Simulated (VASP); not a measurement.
# Co (P6_3/mmc) in VASP: a series of runs

The runs below take Co through single point, with LDA.

All numbers are computed with VASP 6.6.1; they aren't measurements. Logs are shortened: lines on timing, memory, paths and dates and some standing lists are left out, and cuts for length are marked.

## (1) The cell of the first run

Symmetry: P6_3/mmc, No. 194, hexagonal system. The conventional cell has a = 2.519 Å, b = 2.519 Å, c = 4.091 Å, α = 90.00°, β = 90.00°, γ = 120.00°. Within 3.3 Å of Co (site symmetry -6m2) lie 12 Co at 2.51 to 2.52 Å.

## (2) Single point, LDA, collinear spin, ferromagnetic start

File INCAR:

```
PREC     = Accurate       # precision mode
ENCUT    = 520            # plane-wave cutoff, eV
EDIFF    = 1E-7           # SCF threshold, eV
ISMEAR   = 0              # smearing method
SIGMA    = 0.1            # smearing width, eV
LREAL    = F              # projectors in reciprocal space
LASPH    = T              # aspherical terms in the spheres
NELM     = 150            # most SCF steps
ALGO     = Normal         # electronic algorithm
ISIF     = 2              # what is computed and relaxed
LWAVE    = F              # write WAVECAR
LCHARG   = F              # write CHGCAR
ISPIN    = 2              # spin polarisation
MAGMOM   = 3 3            # initial moments
LORBIT   = 11             # projections on sites
LMAXMIX  = 4              # l up to which the mixer works
NBANDS   = 20             # bands
```

File KPOINTS:

```
regular mesh
0
Gamma
  9 9 4
```

File POSCAR:

```
Co
1.0
    2.5190008694      0.0000000000      0.0000000000
   -1.2595004347      2.1815187451      0.0000000000
    0.0000000000      0.0000000000      4.0910000000
Co
2
Direct
    0.3333333333      0.6666666667      0.2500000000
    0.6666666667      0.3333333333      0.7500000000
```

Potentials or basis: VASP PAW LDA potentials, release 64 (Co).

Run with:

```console
cat potpaw_LDA.64/Co/POTCAR > POTCAR
mpirun -np 1 vasp_std > vasp.out
```

OUTCAR:

```text
PREC = Accurate
   ENCUT = 520
   EDIFF = 1E-7
   ISMEAR = 0
   LREAL = F
   LASPH = T
   NELM = 150
   ISIF = 2
   ISPIN = 2
   LORBIT = 11

 ion  position               nearest neighbor table
   1  0.333  0.667  0.250-   2 2.51   2 2.51   2 2.51   2 2.51   2 2.51   2 2.51
   2  0.667  0.333  0.750-   1 2.51   1 2.51   1 2.51   1 2.51   1 2.51   1 2.51

  LATTYP: Found a hexagonal cell.
 ALAT       =     2.5190008694
 C/A-ratio  =     1.6240566050

  Lattice vectors:

 A1 = (   2.5190008694,   0.0000000000,   0.0000000000)
 A2 = (  -1.2595004347,   2.1815187451,   0.0000000000)
 A3 = (   0.0000000000,   0.0000000000,   4.0910000000)

Analysis of symmetry for initial positions (statically):
=====================================================================
 Subroutine PRICEL returns:
 Original cell was already a primitive cell.

 Routine SETGRP: Setting up the symmetry group for a
 hexagonal supercell.

 Subroutine GETGRP returns: Found 24 space group operations
 (whereof 12 operations were pure point group operations)
 out of a pool of 24 trial point group operations.

The static configuration has the point symmetry D_3d.
 The point group associated with its full space group is D_6h.

Analysis of symmetry for dynamics (positions and initial velocities):
=====================================================================
 Subroutine PRICEL returns:
 Original cell was already a primitive cell.

 Routine SETGRP: Setting up the symmetry group for a
 hexagonal supercell.

 Subroutine GETGRP returns: Found 24 space group operations
 (whereof 12 operations were pure point group operations)
 out of a pool of 24 trial point group operations.

The dynamic configuration has the point symmetry D_3d.
 The point group associated with its full space group is D_6h.

Analysis of structural, dynamic, and magnetic symmetry:
=====================================================================
 Subroutine PRICEL returns:
 Original cell was already a primitive cell.

 Routine SETGRP: Setting up the symmetry group for a
 hexagonal supercell.

 Subroutine GETGRP returns: Found 24 space group operations
 (whereof 12 operations were pure point group operations)
 out of a pool of 24 trial point group operations.

The overall configuration has the point symmetry D_3d.
 The point group associated with its full space group is D_6h.

 Subroutine INISYM returns: Found 24 space group operations
 (whereof 12 operations are pure point group operations),
 and found     1 'primitive' translations

----------------------------------------------------------------------------------------

                                     Primitive cell

  volume of cell :      22.4811

  direct lattice vectors                    reciprocal lattice vectors
     2.519000869  0.000000000  0.000000000     0.396982793  0.229198122  0.000000000
    -1.259500435  2.181518745  0.000000000     0.000000000  0.458396244  0.000000000
     0.000000000  0.000000000  4.091000000     0.000000000  0.000000000  0.244439012

  length of vectors
     2.519000869  2.519000869  4.091000000     0.458396244  0.458396244  0.244439012

  position of ions in fractional coordinates (direct lattice)
     0.333333333  0.666666667  0.250000000
     0.666666667  0.333333333  0.750000000

  ion indices of the primitive-cell ions
   primitive index   ion index
                 1           1
                 2           2

----------------------------------------------------------------------------------------

 KPOINTS: regular mesh

Automatic generation of k-mesh.
 Grid dimensions read from file:
 generate k-points for:    9    9    4

 Generating k-lattice:

  Cartesian coordinates                     Fractional coordinates (reciprocal lattice)
     0.044109199  0.025466458  0.000000000     0.111111111  0.000000000  0.000000000
     0.000000000  0.050932916  0.000000000     0.000000000  0.111111111  0.000000000
     0.000000000  0.000000000  0.061109753     0.000000000  0.000000000  0.250000000

  Length of vectors
     0.050932916  0.050932916  0.061109753

  Shift w.r.t. Gamma in fractional coordinates (k-lattice)
     0.000000000  0.000000000  0.000000000

 Subroutine IBZKPT returns following result:
 ===========================================

 Found     36 irreducible k-points:

 Following reciprocal coordinates:
            Coordinates               Weight
  0.000000  0.000000  0.000000      1.000000
  0.111111  0.000000  0.000000      6.000000
  0.222222  0.000000  0.000000      6.000000
  0.333333 -0.000000  0.000000      6.000000
  0.444444  0.000000  0.000000      6.000000
  0.111111  0.111111  0.000000      6.000000
[... 16 lines left out ...]
  0.333333  0.222222  0.250000     24.000000
  0.333333  0.333333  0.250000      4.000000
 [... further k-points ...]
   k-points           NKPTS =     36   k-points in BZ     NKDIM =     36   number of bands    NBANDS=     20
   number of dos      NEDOS =    301   number of ions     NIONS =      2
   total plane-waves  NPLWV =  12000
   dimension x,y,z NGX =    20 NGY =   20 NGZ =   30
   dimension x,y,z NGXF=    40 NGYF=   40 NGZF=   60
   ions per type =               2
   NGX,Y,Z   is equivalent  to a cutoff of  13.20, 13.20, 12.19 a.u.
   NGXF,Y,Z  is equivalent  to a cutoff of  26.40, 26.40, 24.38 a.u.
 SYSTEM =  unknown system
   PREC   = accura    normal or accurate (medium, high low for compatibility)
   ISTART =      0    job   : 0-new  1-cont  2-samecut
   ICHARG =      2    charge: 1-file 2-atom 10-const
   ISPIN  =      2    spin polarized calculation?
   LNONCOLLINEAR =      F non collinear calculations
   LSORBIT =      F    spin-orbit coupling
   LASPH  =      T    aspherical Exc in radial PAW
   ENCUT  =  520.0 eV  38.22 Ry    6.18 a.u.   4.68  4.68  7.61*2*pi/ulx,y,z
   NELM   =    150;   NELMIN=  2; NELMDL= -5     # of ELM steps
   EDIFF  = 0.1E-06   stopping-criterion for ELM
   LREAL  =      F    real-space projection
   EDIFFG = 0.1E-05   stopping-criterion for IOM
   NSW    =      0    number of steps for IOM
   IBRION =     -1    ionic relax: 0-MD 1-quasi-New 2-CG
   NFREE  =      0    steps in history (QN), initial steepest desc. (CG)
   ISIF   =      2    stress and relaxation
   ISYM   =      2    0-nonsym 1-usesym 2-fastsym
   POTIM  = 0.5000    time-step for ionic-motion
   TEBEG  =    0.0;   TEEND  =   0.0 temperature during run
   PSTRESS=    0.0 pullay stress
   NELECT =      18.0000    total number of electrons
   NUPDOWN=      -1.0000    fix difference up-down
   EMIN   =  10.00;   EMAX   =-10.00  energy-range for DOS
   EFERMI =   0.00;   METHOD = LEGACY
   ISMEAR =     0;   SIGMA  =   0.10  broadening in eV -4-tet -1-fermi 0-gaus
   EFERMI_NEDOS =   21; number of points for ismear=-14 and -15
   IALGO  =     38    algorithm
   IMIX   =      4    mixing-type and parameters
     AMIX     =   0.40;   BMIX     =  1.00
     AMIX_MAG =   1.60;   BMIX_MAG =  1.00
  volume/ion in A,a.u.               =      11.24        75.85
  Fermi-wavevector in a.u.,A,eV,Ry     =   1.520174  2.872713 31.442115  2.310930
  Thomas-Fermi vector in A             =   2.629061
   LORBIT       =     11    0 simple, 1 ext, 2 COOP (PROOUT), +10 PAW based schemes
   GGA     = CA    functional components
   LHFCALC =     F    Hartree Fock is set to
   AEXX    =    0.0000 exact exchange contribution
   IVDW    =     0    specifies the selected vdW correction
   LEPSILON=     F    determine dielectric tensor
   LRPA    =     F    only Hartree local field effects (RPA)
 spin polarized calculation
 Gauss-broadening in eV      SIGMA  =   0.10
  energy-cutoff  :      520.00
  volume of cell :       22.48
 maximum number of plane-waves:       621
 NGX is ok and might be reduce to    20
   NGX =  9   NGY =  9   NGZ = 15

 number of electron      18.0000005 magnetization       3.0490254

 Free energy of the ion-electron system (eV)
  ---------------------------------------------------
  ext. energy  EPLUGINS =         0.00000000
  ---------------------------------------------------
  free energy    TOTEN  =       -16.03032285 eV

  energy without entropy =      -16.02079734  energy(sigma->0) =      -16.02556009

 E-fermi :   9.4226     XC(G=0): -13.5300

 val. band max:        9.3935486316   @ k =   0.2222   0.1111   0.5000
 cond. band min:       9.4595287927   @ k =   0.0000   0.0000   0.0000
 fundamental gap:      0.0659801611
 Fermi energy:         9.4226136274

 spin component 1

 k-point     1 :       0.0000    0.0000    0.0000
  band No.  band energies     occupation
      1       0.7115      1.00000
      2       4.5342      1.00000
      3       7.0013      1.00000
      4       7.0638      1.00000
      5       7.0638      1.00000
      6       7.3593      1.00000
[... 12 lines left out ...]
     19      34.7667      0.00000
     20      34.7667      0.00000
[... 507 lines left out ...]
 k-point    24 :       0.3333    0.3333    0.2500
  band No.  band energies     occupation
      1       5.6109      1.00000
      2       5.7886      1.00000
      3       5.7886      1.00000
      4       6.0599      1.00000
      5       6.7425      1.00000
      6       6.7425      1.00000
[... 12 lines left out ...]
     19      28.1208      0.00000
     20      38.4815      0.00000

 [... further k-points ...]

 spin component 2

 k-point     1 :       0.0000    0.0000    0.0000
  band No.  band energies     occupation
      1       0.8764      1.00000
      2       5.4073      1.00000
      3       8.4029      1.00000
      4       8.4533      1.00000
      5       8.4533      1.00000
      6       8.7900      1.00000
[... 12 lines left out ...]
     19      35.1674      0.00000
     20      35.1674      0.00000
[... 507 lines left out ...]
 k-point    24 :       0.3333    0.3333    0.2500
  band No.  band energies     occupation
      1       6.7366      1.00000
      2       6.8493      1.00000
      3       6.8493      1.00000
      4       7.0018      1.00000
      5       7.9464      1.00000
      6       7.9464      1.00000
[... 12 lines left out ...]
     19      28.5152      0.00000
     20      38.6835      0.00000

 [... further k-points ...]
[... 5 lines left out ...]
  --------------------------------------------------------------------------------------
  -------------------------------------------------------------------------------------
  Total       -3.4867239     -3.4867239     -3.6666784     -0.0000000     -0.0000000      0.0000000
  in kB     -248.4914173   -248.4914173   -261.3163942     -0.0000000     -0.0000000      0.0000000
  external PRESSURE =    -252.7664096 kB  Pullay stress =       0.0000000 kB

 VOLUME and BASIS-vectors are now :
 -----------------------------------------------------------------------------
  energy-cutoff  :      520.00
  volume of cell :       22.48
      direct lattice vectors                 reciprocal lattice vectors
     2.519000869  0.000000000  0.000000000     0.396982793  0.229198122  0.000000000
    -1.259500435  2.181518745  0.000000000     0.000000000  0.458396244  0.000000000
     0.000000000  0.000000000  4.091000000     0.000000000  0.000000000  0.244439012

 POSITION                                       TOTAL-FORCE (eV/Angst)
 -----------------------------------------------------------------------------------
     -0.00000      1.45435      1.02275         0.000000      0.000000      0.000000
      1.25950      0.72717      3.06825        -0.000000     -0.000000      0.000000
 -----------------------------------------------------------------------------------
    total drift:                               -0.000000      0.000000     -0.000000

  FREE ENERGIE OF THE ION-ELECTRON SYSTEM (eV)
  ---------------------------------------------------
  free  energy   TOTEN  =       -16.0303228503 eV

  energy  without entropy=      -16.0207973356  energy(sigma->0) =      -16.02556009

 total charge

# of ion       s       p       d       tot
------------------------------------------
    1        0.473   0.481   7.265   8.218
    2        0.473   0.481   7.265   8.218
--------------------------------------------------
tot          0.945   0.962  14.530  16.437

 magnetization (x)

# of ion       s       p       d       tot
------------------------------------------
    1       -0.013  -0.035   1.582   1.533
    2       -0.013  -0.035   1.582   1.533
--------------------------------------------------
tot         -0.027  -0.071   3.163   3.066
```

It took 21 s on 1 thread of Intel Xeon 6975P-C, shared host; peak memory 0.14 GiB.

Results:

```yaml
Free_energy: -16.0303 eV
Pressure: -25.3 GPa
Net_moment: 3.05 μB per cell
Site_moments: Co +1.53 μB
Valence_electrons_inside_the_program's_atomic_spheres: Co 8.22
```

Caveat: the k points lie up to 0.38 Å⁻¹ apart.

(Part 1 of 2 ends here.)
